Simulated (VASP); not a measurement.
Input of a VASP 6.6.1 run:

The input INCAR:

```
SYSTEM = V
AGGAC = 1.0
AGGAX = 1.0
ALDAC = 0.0
ALDAX = 1.0
ALGO = Normal
EDIFF = 1E-6
ENCUT = 520
GGA = B5
ISIF = 2
ISMEAR = -1
LASPH = .True.
LCHARG = .True.
LELF = .True.
LREAL = .False.
LVHAR = .True.
LWAVE = .False.
NBANDS = 20
NELM = 80
PREC = Accurate
SIGMA = 0.1
```

File KPOINTS:

```
k-points
0
Gamma
  16 16 14
  0 0 0
```

POSCAR

```
V
1.0
   -3.1988097405      3.1980522153      1.2302377003
    3.1980522153     -3.1988097405      1.2302377003
    1.7863711767      1.7863711767     -1.2316251089
V
2
Direct
    0.0000005475      0.9999994525      1.0000000000
    0.7499994525      0.2500005475      0.5000000000
```

Potentials or basis: VASP PAW PBE potentials, release 64 (V_sv).

Launch:

```bash
$ cat potpaw_PBE.64/V_sv/POTCAR > POTCAR
$ mpirun -np 1 vasp_std > vasp.out
```

Task: Estimate the pressure.

Result: 0.2 GPa.

Task: Estimate the band gap on the k mesh.

Result: Zero (bands 13 and 14 overlap by 2.15 eV).

Stress tensor (GPa, compression positive):
```
 0.10 -0.24  0.02
-0.24  0.10  0.02
 0.02  0.02  0.42
```

Caveat: the PAW data sets were made with another functional, which shifts forces and pressure a little.
